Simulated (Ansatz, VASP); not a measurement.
## One calculation of Be3ZnSe4, two programs

```
Be Zn Se
1.0
     3.74769    0.00000    0.00000
     0.00000    7.52403    0.00000
     0.00000    0.00000    5.32747
Be Zn Se
3 1 4
Direct
  0.00000 0.50000 0.00309
  0.50000 0.74009 0.50017
  0.50000 0.25991 0.50017
  0.00000 0.00000 0.00066
  0.00000 0.26700 0.26283
  0.00000 0.73300 0.26283
  0.50000 0.00000 0.70999
  0.50000 0.50000 0.76025
```

Alike in both runs: task single point; functional r2SCAN; k mesh 6 × 4 × 4; occupations gaussian, width 0.02 eV; no spin polarisation.

|  | VASP | Ansatz |
| --- | --- | --- |
| version | VASP 6.6.1 | Ansatz 0.2.0 |
| potentials or method | VASP PAW PBE potentials, release 64 (Be, Zn, Se), cutoff 520 eV | scalar-relativistic, plane waves, PAW |
| valence electrons in the cell | 42 | 82 |

Ansatz gave:

```
gap on the k mesh at the Fermi level (eV)                     : 2.98
least direct gap on the mesh (eV)                             : 2.98
pressure (GPa)                                                : -1.2
traceless stress, the component that is largest in VASP (GPa) : -0.05
rms of the force components (eV/Å)                            : 0.052
```

**Question.** Which values does VASP return?

**Answer.** gap on the k mesh at the Fermi level (eV): 2.98; least direct gap on the mesh (eV): 2.98; pressure (GPa): -1.0; traceless stress, the component that is largest in VASP (GPa): -0.07; rms of the force components (eV/Å): 0.053.

VASP's potentials were made for PBE, not for r2SCAN. Atom by atom the forces differ by 0.002 eV/Å (rms over components). VASP's potentials hold 42 valence electrons a cell and Ansatz's 82, so a difference there can come from the potentials and not from the codes.
